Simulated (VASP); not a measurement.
Ir, 2 atoms in the cell. It takes space group P6_3/mmc (No. 194, hexagonal). Conventional cell: a = 2.751 Å, b = 2.751 Å, c = 4.462 Å, α = 90.00°, β = 90.00°, γ = 120.00°. Within 3.6 Å of Ir (site symmetry -6m2) lie 12 Ir at 2.74 to 2.75 Å. This isn't the form of Ir at room conditions, which is fcc.

* Program: VASP 6.6.1
* Task: relaxation of cell and atoms
* Functional: LDA
* Potentials or basis: VASP PAW LDA potentials, release 64 (Ir_sv_GW)
* Cutoff: 560 eV
* k mesh: 11 × 11 × 6
* Occupations: fermi-dirac, width 0.05 eV
* Spin: no spin polarisation
* Dipole correction: no
* Further INCAR settings: ALGO = Normal; EDIFF = 1e-07; IBRION = 2; EDIFFG = -0.01; NSW = 60; ISIF = 3

Potentials or basis: VASP PAW LDA potentials, release 64 (Ir_sv_GW).

The run is started by

```bash
$ cat potpaw_LDA.64/Ir_sv_GW/POTCAR > POTCAR
$ mpirun -np 1 vasp_std > vasp.out
```

Hardware: 1 thread of AMD EPYC 9R45 96-Core Processor (Zen 5), on a shared host.

**Question.** Estimate the wall time of this run.

**Answer.** Run time: 75 s on 1 thread of AMD EPYC 9R45 96-Core Processor (Zen 5), with other jobs on the host, peak memory 0.14 GiB. Counts: scf iterations 53, k points 64, ion steps 5.
